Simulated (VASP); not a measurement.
Wanted: the native input for a VASP 6.6.1 run.

| Quantity | Value |
| --- | --- |
| Task | relaxation of cell and atoms |
| Functional | PBE |
| Dispersion | D3(BJ) |
| Potentials or basis | VASP PAW PBE potentials, release 64 (Ti_sv) |
| Cutoff | 600 eV |
| k mesh | 18 × 18 × 10 |
| Occupations | gaussian, width 0.1 eV |
| Spin | no spin polarisation |
| Dipole correction | no |
| Further INCAR settings | ALGO = Normal; EDIFF = 1e-06; IBRION = 2; EDIFFG = -0.005; NSW = 100; ISIF = 3 |

The structure of Ti lies in POSCAR:

```
Ti
1.0
    2.9499978604      0.0000000000      0.0000000000
   -1.4749989302      2.5547730882      0.0000000000
    0.0000000000      0.0000000000      4.6860000000
Ti
2
Direct
    0.3333333333      0.6666666667      0.2500000000
    0.6666666667      0.3333333333      0.7500000000
```

The input as run:

INCAR

```
ALGO     = Normal         # electronic algorithm
EDIFF    = 1E-6           # SCF threshold, eV
EDIFFG   = -0.005         # ionic threshold
ENCUT    = 600            # plane-wave cutoff, eV
GGA      = PE             # functional
IBRION   = 2              # ionic algorithm
ISIF     = 3              # what is computed and relaxed
ISMEAR   = 0              # smearing method
IVDW     = 12             # dispersion correction
LASPH    = True           # aspherical terms in the spheres
LCHARG   = False          # write CHGCAR
LREAL    = False          # projectors in reciprocal space
LWAVE    = False          # write WAVECAR
NELM     = 60             # most SCF steps
NSW      = 100            # ionic steps
PREC     = Accurate       # precision mode
SIGMA    = 0.1            # smearing width, eV
```

KPOINTS

```
k-points
0
Gamma
  18 18 10
```

Potentials or basis: VASP PAW PBE potentials, release 64 (Ti_sv).

The run is started by

```bash
$ cat potpaw_PBE.64/Ti_sv/POTCAR > POTCAR
$ mpirun -np 1 vasp_std > vasp.out
```

It gave:

The relaxed volume is 16.45 Å³/atom, the relaxed cell is a = 2.883 Å, b = 2.883 Å, c = 4.571 Å, α = 90.00°, β = 90.00°, γ = 120.00° and the space group after relaxing (to 0.1 Å) is P6_3/mmc (No. 194). The energy gained by relaxing is 29.9 meV/atom, the ionic steps are 10 and the pressure after relaxing is 0.0 GPa. The band gap on the k mesh is zero (bands 12 and 13 overlap by 1.13 eV) and the dispersion energy per atom is -0.637 eV.

It took 9.3 min on 1 thread of Intel(R) Xeon(R) Platinum 8488C (Sapphire Rapids), with other jobs on the host, peak memory 0.28 GiB.
